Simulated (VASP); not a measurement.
# InSb (F-43m) in VASP: a series of runs

InSb is run at these levels: revPBE, PBEsol, PBE+D4; tasks: single point.

All numbers are computed with VASP 6.6.1; they aren't measurements. Logs are shortened: lines on timing, memory, paths and dates and some standing lists are left out, and cuts for length are marked.

### Step 1. The cell of the first run

It takes space group F-43m (No. 216, cubic). The conventional cell has a = 6.652 Å, b = 6.652 Å, c = 6.652 Å, α = 90.00°, β = 90.00°, γ = 90.00°. In (site symmetry -43m) has 4 Sb at 2.88 Å within 3.8 Å. Within 3.8 Å of Sb (site symmetry -43m) lie 4 In at 2.88 Å.

### Step 2. Single point, revPBE (volume scaled by 0.98)

The input, INCAR:

```
ALGO = Normal ; EDIFF = 1E-7
ENCUT = 520 ; GGA = RE
ISIF = 2 ; ISMEAR = 0
LASPH = True ; LCHARG = False
LREAL = False ; LWAVE = False
NBANDS = 16 ; NELM = 100
PREC = Accurate ; SIGMA = 0.05
```

The input, KPOINTS:

```
k-points
0
Gamma
  6 6 6
```

The input, POSCAR:

```
InSb
1.0
    0.0000000000      3.3258218984      3.3258218984
    3.3258218984      0.0000000000      3.3258218984
    3.3258218984      3.3258218984      0.0000000000
In Sb
1 1
Direct
    0.0000000000      0.0000000000      0.0000000000
    0.7500000000      0.7500000000      0.7500000000
```

Potentials or basis: VASP PAW PBE potentials, release 64 (In_d, Sb).

Launch:

```console
$ cat potpaw_PBE.64/In_d/POTCAR potpaw_PBE.64/Sb/POTCAR > POTCAR
$ mpirun -np 1 vasp_std > vasp.out
```

OUTCAR:

```text
EDIFF = 1E-7
   ENCUT = 520
   GGA = RE
   ISIF = 2
   ISMEAR = 0
   LASPH = True
   LREAL = False
   NELM = 100
   PREC = Accurate

 ion  position               nearest neighbor table
   1  0.000  0.000  0.000-   2 2.88   2 2.88   2 2.88   2 2.88
   2  0.750  0.750  0.750-   1 2.88   1 2.88   1 2.88   1 2.88

  LATTYP: Found a face centered cubic cell.
 ALAT       =     6.6516437968

  Lattice vectors:

 A1 = (   0.0000000000,   3.3258218984,   3.3258218984)
 A2 = (   3.3258218984,   0.0000000000,   3.3258218984)
 A3 = (   3.3258218984,   3.3258218984,   0.0000000000)

Analysis of symmetry for initial positions (statically):
=====================================================================
 Subroutine PRICEL returns:
 Original cell was already a primitive cell.

 Routine SETGRP: Setting up the symmetry group for a
 face centered cubic supercell.

 Subroutine GETGRP returns: Found 24 space group operations
 (whereof 24 operations were pure point group operations)
 out of a pool of 48 trial point group operations.

The static configuration has the point symmetry T_d .

Analysis of symmetry for dynamics (positions and initial velocities):
=====================================================================
 Subroutine PRICEL returns:
 Original cell was already a primitive cell.

 Routine SETGRP: Setting up the symmetry group for a
 face centered cubic supercell.

 Subroutine GETGRP returns: Found 24 space group operations
 (whereof 24 operations were pure point group operations)
 out of a pool of 48 trial point group operations.

The dynamic configuration has the point symmetry T_d .

 Subroutine INISYM returns: Found 24 space group operations
 (whereof 24 operations are pure point group operations),
 and found     1 'primitive' translations

----------------------------------------------------------------------------------------

                                     Primitive cell

  volume of cell :      73.5744

  direct lattice vectors                    reciprocal lattice vectors
     0.000000000  3.325821898  3.325821898    -0.150338778  0.150338778  0.150338778
     3.325821898  0.000000000  3.325821898     0.150338778 -0.150338778  0.150338778
     3.325821898  3.325821898  0.000000000     0.150338778  0.150338778 -0.150338778

  length of vectors
     4.703422435  4.703422435  4.703422435     0.260394402  0.260394402  0.260394402

  position of ions in fractional coordinates (direct lattice)
     0.000000000  0.000000000  0.000000000
     0.750000000  0.750000000  0.750000000

  ion indices of the primitive-cell ions
   primitive index   ion index
                 1           1
                 2           2

----------------------------------------------------------------------------------------

 KPOINTS: k-points

Automatic generation of k-mesh.
 Grid dimensions read from file:
 generate k-points for:    6    6    6

 Generating k-lattice:

  Cartesian coordinates                     Fractional coordinates (reciprocal lattice)
    -0.025056463  0.025056463  0.025056463     0.166666667  0.000000000  0.000000000
     0.025056463 -0.025056463  0.025056463     0.000000000  0.166666667  0.000000000
     0.025056463  0.025056463 -0.025056463     0.000000000  0.000000000  0.166666667

  Length of vectors
     0.043399067  0.043399067  0.043399067

  Shift w.r.t. Gamma in fractional coordinates (k-lattice)
     0.000000000  0.000000000  0.000000000

 Subroutine IBZKPT returns following result:
 ===========================================

 Found     16 irreducible k-points:

 Following reciprocal coordinates:
            Coordinates               Weight
  0.000000  0.000000  0.000000      1.000000
  0.166667  0.000000  0.000000      8.000000
  0.333333  0.000000  0.000000      8.000000
  0.500000  0.000000  0.000000      4.000000
  0.166667  0.166667  0.000000      6.000000
  0.333333  0.166667  0.000000     24.000000
[... 8 lines left out ...]
 -0.333333  0.333333  0.166667     24.000000
 -0.333333  0.500000  0.166667     12.000000
   k-points           NKPTS =     16   k-points in BZ     NKDIM =     16   number of bands    NBANDS=     16
   number of dos      NEDOS =    301   number of ions     NIONS =      2
   total plane-waves  NPLWV =  46656
   dimension x,y,z NGX =    36 NGY =   36 NGZ =   36
   dimension x,y,z NGXF=    72 NGYF=   72 NGZF=   72
   ions per type =               1   1
   NGX,Y,Z   is equivalent  to a cutoff of  12.72, 12.72, 12.72 a.u.
   NGXF,Y,Z  is equivalent  to a cutoff of  25.45, 25.45, 25.45 a.u.
 SYSTEM =  unknown system
   PREC   = accura    normal or accurate (medium, high low for compatibility)
   ISTART =      0    job   : 0-new  1-cont  2-samecut
   ICHARG =      2    charge: 1-file 2-atom 10-const
   ISPIN  =      1    spin polarized calculation?
   LNONCOLLINEAR =      F non collinear calculations
   LSORBIT =      F    spin-orbit coupling
   LASPH  =      T    aspherical Exc in radial PAW
   ENCUT  =  520.0 eV  38.22 Ry    6.18 a.u.   8.75  8.75  8.75*2*pi/ulx,y,z
   NELM   =    100;   NELMIN=  2; NELMDL= -5     # of ELM steps
   EDIFF  = 0.1E-06   stopping-criterion for ELM
   LREAL  =      F    real-space projection
   EDIFFG = 0.1E-05   stopping-criterion for IOM
   NSW    =      0    number of steps for IOM
   IBRION =     -1    ionic relax: 0-MD 1-quasi-New 2-CG
   NFREE  =      0    steps in history (QN), initial steepest desc. (CG)
   ISIF   =      2    stress and relaxation
   ISYM   =      2    0-nonsym 1-usesym 2-fastsym
   POTIM  = 0.5000    time-step for ionic-motion
   TEBEG  =    0.0;   TEEND  =   0.0 temperature during run
   PSTRESS=    0.0 pullay stress
   NELECT =      18.0000    total number of electrons
   NUPDOWN=      -1.0000    fix difference up-down
   EMIN   =  10.00;   EMAX   =-10.00  energy-range for DOS
   EFERMI =   0.00;   METHOD = LEGACY
   ISMEAR =     0;   SIGMA  =   0.05  broadening in eV -4-tet -1-fermi 0-gaus
   EFERMI_NEDOS =   21; number of points for ismear=-14 and -15
   IALGO  =     38    algorithm
   IMIX   =      4    mixing-type and parameters
     AMIX     =   0.40;   BMIX     =  1.00
     AMIX_MAG =   1.60;   BMIX_MAG =  1.00
  volume/ion in A,a.u.               =      36.79       248.25
  Fermi-wavevector in a.u.,A,eV,Ry     =   1.023898  1.934887 14.263900  1.048367
  Thomas-Fermi vector in A             =   2.157656
   LORBIT       =      0    0 simple, 1 ext, 2 COOP (PROOUT), +10 PAW based schemes
   GGA     = RE    functional components
   LHFCALC =     F    Hartree Fock is set to
   AEXX    =    0.0000 exact exchange contribution
   IVDW    =     0    specifies the selected vdW correction
   LEPSILON=     F    determine dielectric tensor
   LRPA    =     F    only Hartree local field effects (RPA)
 non-spin polarized calculation
 Gauss-broadening in eV      SIGMA  =   0.05
  energy-cutoff  :      520.00
  volume of cell :       73.57
 maximum number of plane-waves:      2006
   NGX = 17   NGY = 17   NGZ = 17

 number of electron      18.0000008 magnetization

 Free energy of the ion-electron system (eV)
  ---------------------------------------------------
  ext. energy  EPLUGINS =         0.00000000
  ---------------------------------------------------
  free energy    TOTEN  =        -6.36982835 eV

  energy without entropy =       -6.36947126  energy(sigma->0) =       -6.36964980

 E-fermi :   4.4132     XC(G=0):  -8.2091

 val. band max:        4.3979703870   @ k =   0.0000   0.0000   0.0000
 cond. band min:       4.8667717151   @ k =   0.5000   0.0000   0.0000
 fundamental gap:      0.4688013281
 Fermi energy:         4.4131986845

 k-point     1 :       0.0000    0.0000    0.0000
  band No.  band energies     occupation
      1     -10.0865      2.00000
      2     -10.0865      2.00000
      3     -10.0865      2.00000
      4     -10.0228      2.00000
      5     -10.0228      2.00000
      6      -5.8182      2.00000
[... 8 lines left out ...]
     15      12.5050      0.00000
     16      12.5050      0.00000

 k-point     2 :       0.1667    0.0000    0.0000
  band No.  band energies     occupation
      1     -10.0948      2.00000
      2     -10.0826      2.00000
      3     -10.0826      2.00000
      4     -10.0229      2.00000
      5     -10.0229      2.00000
      6      -5.5984      2.00000
[... 8 lines left out ...]
     15      11.6901      0.00000
     16      11.6901      0.00000

 k-point     3 :       0.3333    0.0000    0.0000
  band No.  band energies     occupation
      1     -10.1113      2.00000
      2     -10.0756      2.00000
      3     -10.0756      2.00000
      4     -10.0222      2.00000
      5     -10.0222      2.00000
      6      -5.0395      2.00000
[... 8 lines left out ...]
     15      12.0520      0.00000
     16      12.0520      0.00000

 k-point     4 :       0.5000    0.0000    0.0000
  band No.  band energies     occupation
      1     -10.1194      2.00000
      2     -10.0727      2.00000
      3     -10.0727      2.00000
      4     -10.0213      2.00000
      5     -10.0213      2.00000
      6      -4.6455      2.00000
[... 8 lines left out ...]
     15      13.4017      0.00000
     16      13.4017      0.00000

 k-point     5 :       0.1667    0.1667    0.0000
  band No.  band energies     occupation
      1     -10.1020      2.00000
      2     -10.0786      2.00000
      3     -10.0786      2.00000
      4     -10.0256      2.00000
      5     -10.0210      2.00000
      6      -5.5235      2.00000
[... 8 lines left out ...]
     15      11.7564      0.00000
     16      12.7791      0.00000

 k-point     6 :       0.3333    0.1667    0.0000
  band No.  band energies     occupation
      1     -10.1158      2.00000
      2     -10.0724      2.00000
      3     -10.0711      2.00000
      4     -10.0271      2.00000
      5     -10.0198      2.00000
      6      -5.0648      2.00000
[... 8 lines left out ...]
     15      12.6956      0.00000
     16      12.9285      0.00000

 k-point     7 :       0.5000    0.1667    0.0000
  band No.  band energies     occupation
      1     -10.1239      2.00000
      2     -10.0697      2.00000
      3     -10.0677      2.00000
      4     -10.0251      2.00000
      5     -10.0203      2.00000
      6      -4.5462      2.00000
[... 8 lines left out ...]
     15      13.2143      0.00000
     16      13.4831      0.00000

 k-point     8 :      -0.3333    0.1667    0.0000
  band No.  band energies     occupation
      1     -10.1200      2.00000
      2     -10.0707      2.00000
      3     -10.0705      2.00000
      4     -10.0232      2.00000
      5     -10.0223      2.00000
      6      -4.6906      2.00000
[... 8 lines left out ...]
     15      12.1938      0.00000
     16      13.4136      0.00000

 k-point     9 :      -0.1667    0.1667    0.0000
  band No.  band energies     occupation
      1     -10.1068      2.00000
      2     -10.0781      2.00000
      3     -10.0753      2.00000
      4     -10.0245      2.00000
      5     -10.0217      2.00000
      6      -5.2578      2.00000
[... 8 lines left out ...]
     15      12.1243      0.00000
     16      12.4958      0.00000

 k-point    10 :       0.3333    0.3333    0.0000
  band No.  band energies     occupation
      1     -10.1307      2.00000
      2     -10.0625      2.00000
      3     -10.0625      2.00000
      4     -10.0323      2.00000
      5     -10.0175      2.00000
      6      -4.7447      2.00000
[... 8 lines left out ...]
     15      13.5753      0.00000
     16      14.3733      0.00000

 k-point    11 :       0.5000    0.3333    0.0000
  band No.  band energies     occupation
      1     -10.1369      2.00000
      2     -10.0602      2.00000
      3     -10.0585      2.00000
      4     -10.0324      2.00000
      5     -10.0176      2.00000
      6      -4.2951      2.00000
[... 8 lines left out ...]
     15      13.8228      0.00000
     16      14.2317      0.00000

 k-point    12 :      -0.3333    0.3333    0.0000
  band No.  band energies     occupation
      1     -10.1308      2.00000
      2     -10.0649      2.00000
      3     -10.0620      2.00000
      4     -10.0274      2.00000
      5     -10.0211      2.00000
      6      -4.2663      2.00000
[... 8 lines left out ...]
     15      12.1113      0.00000
     16      15.2206      0.00000

 k-point    13 :       0.5000    0.5000    0.0000
  band No.  band energies     occupation
      1     -10.1443      2.00000
      2     -10.0543      2.00000
      3     -10.0543      2.00000
      4     -10.0360      2.00000
      5     -10.0157      2.00000
      6      -4.1284      2.00000
[... 8 lines left out ...]
     15      14.4099      0.00000
     16      14.4788      0.00000

 k-point    14 :       0.5000    0.3333    0.1667
  band No.  band energies     occupation
      1     -10.1267      2.00000
      2     -10.0678      2.00000
      3     -10.0636      2.00000
      4     -10.0284      2.00000
      5     -10.0196      2.00000
      6      -4.5867      2.00000
[... 8 lines left out ...]
     15      13.0252      0.00000
     16      14.3802      0.00000

 k-point    15 :      -0.3333    0.3333    0.1667
  band No.  band energies     occupation
      1     -10.1305      2.00000
      2     -10.0672      2.00000
      3     -10.0602      2.00000
      4     -10.0273      2.00000
      5     -10.0209      2.00000
      6      -4.2659      2.00000
[... 8 lines left out ...]
     15      13.7855      0.00000
     16      14.1403      0.00000

 k-point    16 :      -0.3333    0.5000    0.1667
  band No.  band energies     occupation
      1     -10.1372      2.00000
      2     -10.0624      2.00000
      3     -10.0556      2.00000
      4     -10.0313      2.00000
      5     -10.0189      2.00000
      6      -4.1095      2.00000
[... 8 lines left out ...]
     15      13.8283      0.00000
     16      14.5597      0.00000

------------------------ aborting loop because EDIFF is reached ----------------------------------------

  FORCE on cell =-STRESS in cart. coord.  units (eV):
  Direction    XX          YY          ZZ          XY          YZ          ZX
  --------------------------------------------------------------------------------------
  -------------------------------------------------------------------------------------
  Total        0.3243959      0.3243959      0.3243959     -0.0000000      0.0000000     -0.0000000
  in kB        7.0641344      7.0641344      7.0641344     -0.0000000      0.0000000     -0.0000000
  external PRESSURE =       7.0641344 kB  Pullay stress =       0.0000000 kB

 VOLUME and BASIS-vectors are now :
 -----------------------------------------------------------------------------
  energy-cutoff  :      520.00
  volume of cell :       73.57
      direct lattice vectors                 reciprocal lattice vectors
     0.000000000  3.325821898  3.325821898    -0.150338778  0.150338778  0.150338778
     3.325821898  0.000000000  3.325821898     0.150338778 -0.150338778  0.150338778
     3.325821898  3.325821898  0.000000000     0.150338778  0.150338778 -0.150338778

 POSITION                                       TOTAL-FORCE (eV/Angst)
 -----------------------------------------------------------------------------------
      0.00000      0.00000      0.00000         0.000000      0.000000      0.000000
      4.98873      4.98873      4.98873        -0.000000     -0.000000     -0.000000
 -----------------------------------------------------------------------------------
    total drift:                                0.000000      0.000000      0.000000

  FREE ENERGIE OF THE ION-ELECTRON SYSTEM (eV)
  ---------------------------------------------------
  free  energy   TOTEN  =        -6.3698283485 eV

  energy  without entropy=       -6.3694712598  energy(sigma->0) =       -6.36964980
```

Run time: 62 s. Hardware: 1 thread of AMD EPYC 7R13 (Zen 3), shared host; peak memory 0.17 GiB.

What came out:

- Free energy: -6.3698 eV
- Pressure: 0.7 GPa
- Band gap on the k mesh: zero (filled and empty bands touch)

Caveat: the PAW data sets were made with another functional, which shifts forces and pressure a little; spin-orbit coupling is left out, which moves the levels of the heavy elements.

### Step 3. Single point, revPBE (volume scaled by 0.96)

The input, INCAR:

```
SYSTEM = InSb
PREC     = Accurate       ! precision mode
ENCUT    = 520            ! plane-wave cutoff, eV
EDIFF    = 1E-6           ! SCF threshold, eV
ISMEAR   = 0              ! smearing method
SIGMA    = 0.05           ! smearing width, eV
LREAL    = .FALSE.        ! projectors in reciprocal space
LASPH    = .TRUE.         ! aspherical terms in the spheres
NELM     = 60             ! most SCF steps
ALGO     = Normal         ! electronic algorithm
ISIF     = 2              ! what is computed and relaxed
LWAVE    = .FALSE.        ! write WAVECAR
LCHARG   = .FALSE.        ! write CHGCAR
GGA      = RE             ! functional
NBANDS   = 16             ! bands
```

The input, KPOINTS:

```
regular mesh
0
G
  6 6 6
  0 0 0
```

The input, POSCAR:

```
InSb
1.0
    0.0000000000      3.3030415815      3.3030415815
    3.3030415815      0.0000000000      3.3030415815
    3.3030415815      3.3030415815      0.0000000000
In Sb
1 1
Direct
    0.0000000000      0.0000000000      0.0000000000
    0.7500000000      0.7500000000      0.7500000000
```

Potentials or basis: VASP PAW PBE potentials, release 64 (In_d, Sb).

Launch:

```console
$ cat potpaw_PBE.64/In_d/POTCAR potpaw_PBE.64/Sb/POTCAR > POTCAR
$ mpirun -np 1 vasp_std > vasp.out
```

Wall time 52 s (1 thread of AMD EPYC 7R13 (Zen 3), shared host); peak memory 0.18 GiB.

The run converged. Its results:

```yaml
Free_energy: -6.3593 eV
Pressure: 1.5 GPa
Band_gap_on_the_k_mesh: zero (filled and empty bands touch)
```

Levels at points of the mesh, in eV from the Fermi level:
| k point | band 5 | band 6 | band 7 | band 8 | band 9 | band 10 | band 11 | band 12 | band 13 | band 14 |
| --- | --- | --- | --- | --- | --- | --- | --- | --- | --- | --- |
| (0.00, 0.00, 0.00) | -14.47 | -10.35 | -0.46 | -0.02 | -0.02 | -0.02 | 2.97 | 2.97 | 2.97 | 5.84 |
| (0.50, 0.00, 0.00) | -14.46 | -9.13 | -5.34 | -0.93 | -0.93 | 0.49 | 3.81 | 3.81 | 6.25 | 8.05 |
| (0.50, 0.50, 0.00) | -14.46 | -8.59 | -5.66 | -2.08 | -2.08 | 1.40 | 1.51 | 7.82 | 7.82 | 8.52 |

Caveat: the PAW data sets were made with another functional, which shifts forces and pressure a little; spin-orbit coupling is left out, which moves the levels of the heavy elements.

[end of part 1 of 2]
